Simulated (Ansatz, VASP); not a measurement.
# One calculation of Mn, two programs

```
Mn
1.0
     2.68220    0.00000    0.00000
     0.00000    2.68220    0.00000
     0.00000    0.00000    3.02682
Mn
2
Direct
  0.00000 0.50000 0.21912
  0.50000 0.00000 0.78088
```

Alike in both runs: task relaxation of cell and atoms; functional PBE; k mesh 20 × 20 × 18; occupations gaussian, width 0.1 eV; no spin polarisation.

```csv
,VASP,Ansatz
version,VASP 6.6.1,Ansatz 0.2.0
potentials or method,"VASP PAW PBE potentials, release 64 (Mn_pv), cutoff 600 eV","scalar-relativistic, plane waves, PAW"
valence electrons in the cell,26,30
```

```tsv
	VASP	Ansatz	Ansatz less VASP
gap on the k mesh at the Fermi level, each at its own relaxed structure (eV)	none	none	-
relaxed volume (Å³/atom)	10.73	10.74	+0.009
relaxed cell length with the largest relative difference (Å)	3.495	3.500	+0.0050
```

A gap of «none» marks a metal or a gap that the smearing closes. VASP's potentials hold 26 valence electrons a cell and Ansatz's 30, so a difference there can come from the potentials and not from the codes.
